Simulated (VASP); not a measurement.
Here is a VASP 6.6.1 calculation.

File INCAR:

```
SYSTEM = CdS
ALGO = Normal
EDIFF = 1E-6
ENCUT = 520
ISIF = 2
ISMEAR = 0
LASPH = .True.
LCHARG = .True.
LELF = .True.
LREAL = .False.
LVHAR = .True.
LWAVE = .False.
NBANDS = 16
NELM = 100
PREC = Accurate
SIGMA = 0.15
```

Contents of KPOINTS:

```
k-points
0
Gamma
  16 16 16
  0 0 0
```

The input POSCAR:

```
CdS
1.0
    0.0000000000      2.6706466800      2.7532440000
    2.6706466800      0.0000000000      2.7532440000
    2.6706466800      2.6706466800      0.0000000000
Cd S
1 1
Direct
    0.0000000000      0.0000000000      0.0000000000
    0.5000000000      0.5000000000      0.5000000000
```

Potentials or basis: VASP PAW LDA potentials, release 64 (Cd, S).

Launch:

```console
$ cat potpaw_LDA.64/Cd/POTCAR potpaw_LDA.64/S/POTCAR > POTCAR
$ mpirun -np 1 vasp_std > vasp.out
```

Problem. What does it give for the band gap on the k mesh?

Solution. Zero (bands 9 and 10 overlap by 0.14 eV).

Problem. Predict the pressure.

Solution. -1.9 GPa.

Stress tensor (GPa, compression positive):
```
-1.07  0.00  0.00
 0.00 -1.07  0.00
 0.00  0.00 -3.55
```

Caveat: the cell differs from its parent crystal (strain -0.030 along x and y, +0.000 along z); semilocal functionals underestimate gaps, and a narrow one can read as zero.
